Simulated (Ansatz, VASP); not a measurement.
BiTe in VASP and in Ansatz

INCAR

```
PREC     = Accurate       # precision mode
ENCUT    = 520            # plane-wave cutoff, eV
EDIFF    = 1E-7           # SCF threshold, eV
ISMEAR   = 0              # smearing method
SIGMA    = 0.15           # smearing width, eV
LREAL    = F              # projectors in reciprocal space
LASPH    = T              # aspherical terms in the spheres
NELM     = 60             # most SCF steps
ALGO     = Fast           # electronic algorithm
ISIF     = 2              # what is computed and relaxed
LWAVE    = F              # write WAVECAR
LCHARG   = T              # write CHGCAR
GGA      = PS             # functional
LELF     = T              # ELF
LVHAR    = T            
NBANDS   = 18             # bands
```

KPOINTS

```
Automatic mesh
0
Gamma
  18 18 18
```

The input POSCAR:

```
BiTe
1.0
    2.4321170278      1.4041834207      3.1093293297
   -2.4321170278      1.4041834207      3.1093293297
    0.0000000000     -2.8083668414      3.1093293297
Bi Te
1 1
Direct
    0.5000000000      0.5000000000      0.5000000000
    0.0000000000      0.0000000000      0.0000000000
```

Input for Ansatz:

```yaml
crystal:
  lattice:
    - [2.4321170278, 1.4041834207, 3.1093293297]
    - [-2.4321170278, 1.4041834207, 3.1093293297]
    - [0.0, -2.8083668414, 3.1093293297]
  atoms:
    - { symbol: Bi, position: [0.5, 0.5, 0.5] }
    - { symbol: Te, position: [0.0, 0.0, 0.0] }
basis:
  ecutwfc: 420
kpoints:
  mp_grid: { grid: [18, 18, 18] }
hamiltonian:
  xc: pbesol
scf:
  occupations: { method: gaussian, width: 0.15 }
output:
  forces: true
  stress: true
  eigenvalues: true
```

Alike in both runs: task single point; functional PBEsol; k mesh 18 × 18 × 18; occupations gaussian, width 0.15 eV; no spin polarisation.

|  | VASP | Ansatz |
| --- | --- | --- |
| version | VASP 6.6.1 | Ansatz 0.2.0 |
| potentials or method | VASP PAW PBE potentials, release 64 (Bi_d, Te), cutoff 520 eV | scalar-relativistic, plane waves, PAW |
| valence electrons in the cell | 21 | 31 |

```tsv
	VASP	Ansatz	Ansatz less VASP
gap on the k mesh at the Fermi level (eV)	none	none	-
pressure (GPa)	-0.5	-0.5	+0.01
traceless stress, the component that is largest in VASP (GPa)	0.66	0.67	+0.005
```

VASP's potentials were made for PBE, not for PBEsol. A gap of «none» marks a metal or a gap that the smearing closes. With one functional, cell and mesh, what is left measures potentials, basis and numerics. VASP's potentials hold 21 valence electrons a cell and Ansatz's 31, so a difference there can come from the potentials and not from the codes.

Neither program's run includes spin-orbit coupling.
